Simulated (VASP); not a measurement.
# Mn (P6_3/mmc) in VASP: further runs

The runs below take Mn through single point, with LDA.

Program: VASP 6.6.1. These are calculated values, not measurements. Logs are shortened: lines on timing, memory, paths and dates and some standing lists are left out, and cuts for length are marked.

## Step 1: The cell of the first run

Symmetry: P6_3/mmc, No. 194, hexagonal system. Conventional cell: a = 2.211 Å, b = 2.211 Å, c = 3.560 Å, α = 90.00°, β = 90.00°, γ = 120.00°. Within 2.9 Å of Mn (site symmetry -6m2) lie 12 Mn at 2.19 to 2.21 Å.

This isn't the form of Mn at room conditions, which is a 58-atom cubic cell.

## Step 2: Single point, LDA, collinear spin, ferromagnetic start (7.53 Å³/atom)

The input, INCAR:

```
SYSTEM = Mn
ALGO = Normal
EDIFF = 1E-6
ENCUT = 680
GGA = CA
GGA_COMPAT = .FALSE.
ISIF = 2
ISMEAR = -1
ISPIN = 2
LASPH = .TRUE.
LCHARG = .TRUE.
LELF = .TRUE.
LMAXMIX = 4
LORBIT = 11
LREAL = .FALSE.
LVHAR = .TRUE.
LWAVE = .FALSE.
MAGMOM = 3 3
NBANDS = 26
NELM = 200
PREC = Accurate
SIGMA = 0.08
```

The input, KPOINTS:

```
k-points
0
G
  20 20 11
  0 0 0
```

The input, POSCAR:

```
Mn
1.0
    2.2109034028      0.0000000000      0.0000000000
   -1.1054517014      1.9146985121      0.0000000000
    0.0000000000      0.0000000000      3.5595448466
Mn
2
Direct
    0.3333333333      0.6666666667      0.2500000000
    0.6666666667      0.3333333333      0.7500000000
```

Potentials or basis: VASP PAW LDA potentials, release 64 (Mn_sv).

On the command line:

```bash
cat potpaw_LDA.64/Mn_sv/POTCAR > POTCAR
mpirun -np 1 vasp_std > vasp.out
```

OUTCAR:

```text
SYSTEM = Mn
   EDIFF = 1E-6
   ENCUT = 680
   GGA = CA
   ISIF = 2
   ISMEAR = -1
   ISPIN = 2
   LASPH = .TRUE.
   LORBIT = 11
   LREAL = .FALSE.
   NELM = 200
   PREC = Accurate

 ion  position               nearest neighbor table
   1  0.333  0.667  0.250-   2 2.19   2 2.19   2 2.19   2 2.19   2 2.19   2 2.19
   2  0.667  0.333  0.750-   1 2.19   1 2.19   1 2.19   1 2.19   1 2.19   1 2.19

  LATTYP: Found a hexagonal cell.
 ALAT       =     2.2109034028
 C/A-ratio  =     1.6099956435

  Lattice vectors:

 A1 = (   2.2109034028,   0.0000000000,   0.0000000000)
 A2 = (  -1.1054517014,   1.9146985121,   0.0000000000)
 A3 = (   0.0000000000,   0.0000000000,   3.5595448466)

Analysis of symmetry for initial positions (statically):
=====================================================================
 Subroutine PRICEL returns:
 Original cell was already a primitive cell.

 Routine SETGRP: Setting up the symmetry group for a
 hexagonal supercell.

 Subroutine GETGRP returns: Found 24 space group operations
 (whereof 12 operations were pure point group operations)
 out of a pool of 24 trial point group operations.

The static configuration has the point symmetry D_3d.
 The point group associated with its full space group is D_6h.

Analysis of symmetry for dynamics (positions and initial velocities):
=====================================================================
 Subroutine PRICEL returns:
 Original cell was already a primitive cell.

 Routine SETGRP: Setting up the symmetry group for a
 hexagonal supercell.

 Subroutine GETGRP returns: Found 24 space group operations
 (whereof 12 operations were pure point group operations)
 out of a pool of 24 trial point group operations.

The dynamic configuration has the point symmetry D_3d.
 The point group associated with its full space group is D_6h.

Analysis of structural, dynamic, and magnetic symmetry:
=====================================================================
 Subroutine PRICEL returns:
 Original cell was already a primitive cell.

 Routine SETGRP: Setting up the symmetry group for a
 hexagonal supercell.

 Subroutine GETGRP returns: Found 24 space group operations
 (whereof 12 operations were pure point group operations)
 out of a pool of 24 trial point group operations.

The overall configuration has the point symmetry D_3d.
 The point group associated with its full space group is D_6h.

 Subroutine INISYM returns: Found 24 space group operations
 (whereof 12 operations are pure point group operations),
 and found     1 'primitive' translations

----------------------------------------------------------------------------------------

                                     Primitive cell

  volume of cell :      15.0683

  direct lattice vectors                    reciprocal lattice vectors
     2.210903403  0.000000000  0.000000000     0.452303795  0.261137718  0.000000000
    -1.105451701  1.914698512  0.000000000     0.000000000  0.522275436  0.000000000
     0.000000000  0.000000000  3.559544847     0.000000000  0.000000000  0.280934795

  length of vectors
     2.210903403  2.210903403  3.559544847     0.522275436  0.522275436  0.280934795

  position of ions in fractional coordinates (direct lattice)
     0.333333333  0.666666667  0.250000000
     0.666666667  0.333333333  0.750000000

  ion indices of the primitive-cell ions
   primitive index   ion index
                 1           1
                 2           2

----------------------------------------------------------------------------------------

 KPOINTS: k-points

Automatic generation of k-mesh.
 Grid dimensions read from file:
 generate k-points for:   20   20   11

 Generating k-lattice:

  Cartesian coordinates                     Fractional coordinates (reciprocal lattice)
     0.022615190  0.013056886  0.000000000     0.050000000  0.000000000  0.000000000
     0.000000000  0.026113772  0.000000000     0.000000000  0.050000000  0.000000000
     0.000000000  0.000000000  0.025539527     0.000000000  0.000000000  0.090909091

  Length of vectors
     0.026113772  0.026113772  0.025539527

  Shift w.r.t. Gamma in fractional coordinates (k-lattice)
     0.000000000  0.000000000  0.000000000

 Subroutine IBZKPT returns following result:
 ===========================================

 Found    264 irreducible k-points:

 Following reciprocal coordinates:
            Coordinates               Weight
  0.000000  0.000000  0.000000      1.000000
  0.050000  0.000000  0.000000      6.000000
  0.100000  0.000000  0.000000      6.000000
  0.150000  0.000000  0.000000      6.000000
  0.200000  0.000000  0.000000      6.000000
  0.250000  0.000000  0.000000      6.000000
[... 16 lines left out ...]
  0.200000  0.100000  0.000000     12.000000
  0.250000  0.100000  0.000000     12.000000
 [... further k-points ...]
   k-points           NKPTS =    264   k-points in BZ     NKDIM =    264   number of bands    NBANDS=     26
   number of dos      NEDOS =    301   number of ions     NIONS =      2
   total plane-waves  NPLWV =  12000
   dimension x,y,z NGX =    20 NGY =   20 NGZ =   30
   dimension x,y,z NGXF=    40 NGYF=   40 NGZF=   60
   ions per type =               2
   NGX,Y,Z   is equivalent  to a cutoff of  15.04, 15.04, 14.01 a.u.
   NGXF,Y,Z  is equivalent  to a cutoff of  30.08, 30.08, 28.02 a.u.
 SYSTEM =  Mn
   PREC   = accura    normal or accurate (medium, high low for compatibility)
   ISTART =      0    job   : 0-new  1-cont  2-samecut
   ICHARG =      2    charge: 1-file 2-atom 10-const
   ISPIN  =      2    spin polarized calculation?
   LNONCOLLINEAR =      F non collinear calculations
   LSORBIT =      F    spin-orbit coupling
   LASPH  =      T    aspherical Exc in radial PAW
   ENCUT  =  680.0 eV  49.98 Ry    7.07 a.u.   4.70  4.70  7.57*2*pi/ulx,y,z
   NELM   =    200;   NELMIN=  2; NELMDL= -5     # of ELM steps
   EDIFF  = 0.1E-05   stopping-criterion for ELM
   LREAL  =      F    real-space projection
[... 7 lines left out ...]
   TEBEG  =    0.0;   TEEND  =   0.0 temperature during run
   PSTRESS=    0.0 pullay stress
   NELECT =      30.0000    total number of electrons
   NUPDOWN=      -1.0000    fix difference up-down
   EMIN   =  10.00;   EMAX   =-10.00  energy-range for DOS
   EFERMI =   0.00;   METHOD = LEGACY
   ISMEAR =    -1;   SIGMA  =   0.08  broadening in eV -4-tet -1-fermi 0-gaus
   EFERMI_NEDOS =   21; number of points for ismear=-14 and -15
   IALGO  =     38    algorithm
   IMIX   =      4    mixing-type and parameters
     AMIX     =   0.40;   BMIX     =  1.00
     AMIX_MAG =   1.60;   BMIX_MAG =  1.00
  volume/ion in A,a.u.               =       7.53        50.84
  Fermi-wavevector in a.u.,A,eV,Ry     =   2.059493  3.891878 57.709280  4.241512
  Thomas-Fermi vector in A             =   3.060089
   LORBIT       =     11    0 simple, 1 ext, 2 COOP (PROOUT), +10 PAW based schemes
   GGA     = CA    functional components
   LHFCALC =     F    Hartree Fock is set to
   AEXX    =    0.0000 exact exchange contribution
   IVDW    =     0    specifies the selected vdW correction
   LEPSILON=     F    determine dielectric tensor
   LRPA    =     F    only Hartree local field effects (RPA)
 spin polarized calculation
  energy-cutoff  :      680.00
  volume of cell :       15.07
 maximum number of plane-waves:       623
 NGX is ok and might be reduce to    20
   NGX =  9   NGY =  9   NGZ = 15

 number of electron      30.0000020 magnetization      -0.0000686

 number of electron      30.0000020 magnetization       0.0000133

 Free energy of the ion-electron system (eV)
  ---------------------------------------------------
  ext. energy  EPLUGINS =         0.00000000
  ---------------------------------------------------
  free energy    TOTEN  =       -18.34923267 eV

  energy without entropy =      -18.31250664  energy(sigma->0) =      -18.33086966

 E-fermi :  20.6500     XC(G=0): -16.8214

 val. band max:       20.6468102012   @ k =   0.3000   0.0500   0.2727
 cond. band min:      20.6570614182   @ k =   0.3500   0.0500   0.4545
 fundamental gap:      0.0102512170
 Fermi energy:        20.6499751285

 spin component 1

 k-point     1 :       0.0000    0.0000    0.0000
  band No.  band energies     occupation
      1     -58.1744      1.00000
      2     -57.4985      1.00000
      3     -28.3443      1.00000
      4     -26.2698      1.00000
      5     -26.2698      1.00000
      6     -25.9634      1.00000
[... 18 lines left out ...]
     25      54.2903      0.00000
     26      54.3095      0.00000
[... 644 lines left out ...]
      4     -27.4322      1.00000
      5     -27.1638      1.00000
      6     -26.6384      1.00000
[... 18 lines left out ...]
     25      47.7346      0.00000
     26      47.8405      0.00000

 [... further k-points ...]

 spin component 2

 k-point     1 :       0.0000    0.0000    0.0000
  band No.  band energies     occupation
      1     -58.1744      1.00000
      2     -57.4985      1.00000
      3     -28.3443      1.00000
      4     -26.2698      1.00000
      5     -26.2698      1.00000
      6     -25.9634      1.00000
[... 18 lines left out ...]
     25      54.2919      0.00000
     26      54.3112      0.00000
[... 644 lines left out ...]
      4     -27.4322      1.00000
      5     -27.1638      1.00000
      6     -26.6384      1.00000
[... 18 lines left out ...]
     25      47.7345      0.00000
     26      47.8405      0.00000

 [... further k-points ...]

------------------------ aborting loop because EDIFF is reached ----------------------------------------

  FORCE on cell =-STRESS in cart. coord.  units (eV):
  Direction    XX          YY          ZZ          XY          YZ          ZX
  --------------------------------------------------------------------------------------
  -------------------------------------------------------------------------------------
  Total       16.4298828     16.4298828     16.4474527     -0.0000000      0.0000000     -0.0000000
  in kB     1746.9497401   1746.9497400   1748.8179094     -0.0000000      0.0000000     -0.0000000
  external PRESSURE =    1747.5724632 kB  Pullay stress =       0.0000000 kB

 VOLUME and BASIS-vectors are now :
 -----------------------------------------------------------------------------
  energy-cutoff  :      680.00
  volume of cell :       15.07
      direct lattice vectors                 reciprocal lattice vectors
     2.210903403  0.000000000  0.000000000     0.452303795  0.261137718  0.000000000
    -1.105451701  1.914698512  0.000000000     0.000000000  0.522275436  0.000000000
     0.000000000  0.000000000  3.559544847     0.000000000  0.000000000  0.280934795

 POSITION                                       TOTAL-FORCE (eV/Angst)
 -----------------------------------------------------------------------------------
     -0.00000      1.27647      0.88989         0.000000     -0.000000      0.000000
      1.10545      0.63823      2.66966        -0.000000      0.000000      0.000000
 -----------------------------------------------------------------------------------
    total drift:                                0.000000     -0.000000      0.000000

  FREE ENERGIE OF THE ION-ELECTRON SYSTEM (eV)
  ---------------------------------------------------
  free  energy   TOTEN  =       -18.3492326700 eV

  energy  without entropy=      -18.3125066428  energy(sigma->0) =      -18.33086966

 total charge

# of ion       s       p       d       tot
------------------------------------------
    1        2.366   6.171   5.092  13.629
    2        2.366   6.171   5.092  13.629
--------------------------------------------------
tot          4.732  12.342  10.184  27.258

 magnetization (x)

# of ion       s       p       d       tot
------------------------------------------
    1        0.000  -0.000   0.000   0.000
    2        0.000  -0.000   0.000   0.000
--------------------------------------------------
tot          0.000  -0.000   0.000   0.000
```

Run time: 3.3 min. Hardware: 1 thread of Intel Xeon Platinum 8488C (Sapphire Rapids), shared host; peak memory 0.29 GiB.

Results:

```yaml
Free_energy: -18.3492 eV
Pressure: 174.8 GPa
Band_gap_on_the_k_mesh: zero (filled and empty bands overlap)
Net_moment: 0.00 μB per cell
Valence_electrons_inside_the_program's_atomic_spheres: Mn 13.63
```

Caveat: the cell stands under pressure; the moments typed at the start vanished in this run.

## Step 3: Single point, LDA, collinear spin, ferromagnetic start (5.53 Å³/atom)

This run uses another cell than the first one, of 5.53 Å³/atom.

The input, INCAR:

```
SYSTEM = Mn
  PREC = Accurate
  ENCUT = 680
  EDIFF = 1E-6
  ISMEAR = -1
  SIGMA = 0.08
  LREAL = .False.
  LASPH = .True.
  NELM = 200
  ALGO = Normal
  ISIF = 2
  LWAVE = .False.
  LCHARG = .False.
  ISPIN = 2
  MAGMOM = 3 3
  LORBIT = 11
  LMAXMIX = 4
  NBANDS = 26
  GGA_COMPAT = .False.
```

The input, KPOINTS:

```
regular mesh
0
Gamma
  20 20 11
  0 0 0
```

The input, POSCAR:

```
Mn
1.0
    1.9962970554      0.0000000000      0.0000000000
   -0.9981485277      1.7288439634      0.0000000000
    0.0000000000      0.0000000000      3.2017329021
Mn
2
Direct
    0.3333333333      0.6666666667      0.2500000000
    0.6666666667      0.3333333333      0.7500000000
```

Potentials or basis: VASP PAW LDA potentials, release 64 (Mn_sv).

On the command line:

```bash
cat potpaw_LDA.64/Mn_sv/POTCAR > POTCAR
mpirun -np 1 vasp_std > vasp.out
```

It took 3.6 min on 1 thread of Intel Xeon Platinum 8259CL at 2.50GHz (Skylake/Cascade Lake), shared host; peak memory 0.25 GiB.

The run converged, but its numbers aren't listed here, since they failed a check.

Caveat: atoms lie so close that the PAW spheres overlap strongly, which falsifies energies and pressures; the cell stands under pressure; the moments typed at the start vanished in this run.

(Continued in part 2 of 2.)
